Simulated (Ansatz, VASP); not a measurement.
Sb: VASP beside Ansatz

INCAR

```
SYSTEM = Sb
PREC = Accurate
ENCUT = 600
EDIFF = 1E-7
ISMEAR = -1
SIGMA = 0.1
LREAL = .False.
LASPH = .True.
NELM = 80
ALGO = Normal
ISIF = 3
LWAVE = .False.
LCHARG = .False.
GGA = RE
IBRION = 2
NSW = 80
EDIFFG = -0.01
```

File KPOINTS:

```
Automatic mesh
0
Gamma
  9 9 9
  0 0 0
```

POSCAR

```
Sb
1.0
    2.1540983456      1.2436692597      3.7580152782
   -2.1540983456      1.2436692597      3.7580152782
    0.0000000000     -2.4873385193      3.7580152782
Sb
2
Direct
    0.2330000000      0.2330000000      0.2330000000
    0.7670000000      0.7670000000      0.7670000000
```

Input for Ansatz:

```yaml
crystal:
  lattice:
    - [2.1540983456, 1.2436692597, 3.7580152782]
    - [-2.1540983456, 1.2436692597, 3.7580152782]
    - [0.0, -2.4873385193, 3.7580152782]
  atoms:
    - { symbol: Sb, position: [0.233, 0.233, 0.233] }
    - { symbol: Sb, position: [0.767, 0.767, 0.767] }
hamiltonian:
  xc: revpbe
  pseudopotentials:
    kind: paw
    azcp:
      Sb: "pseudopotentials/Sb.paw.azcp"
basis:
  ecutwfc: 420
  fft_grid_basis: typed
kpoints:
  mp_grid: { grid: [9, 9, 9], shift: [0, 0, 0] }
magnetization:
  spin_polarized: false
scf:
  occupations: { method: fermi_dirac, width: 0.1 }
relax:
  max_steps: 60
  f_tol: 0.01
  cell: {}
```

Alike in both runs: task relaxation of cell and atoms; functional revPBE; k mesh 9 × 9 × 9; occupations fermi-dirac, width 0.1 eV; no spin polarisation.

```csv
,VASP,Ansatz
version,VASP 6.6.1,Ansatz 0.2.0
potentials or method,"VASP PAW PBE potentials, release 64 (Sb), cutoff 600 eV","plane waves (420 eV) with PAW, scalar-relativistic"
valence electrons in the cell,10,30
```

```tsv
	VASP	Ansatz	Ansatz less VASP
relaxed volume (Å³/atom)	32.73	32.90	+0.169
relaxed cell length with the largest relative difference (Å)	4.664	4.683	+0.0182
```

VASP's potentials were made for PBE, not for revPBE. VASP's potentials hold 10 valence electrons a cell and Ansatz's 30, so a difference there can come from the potentials and not from the codes.

Spin-orbit coupling is off throughout.
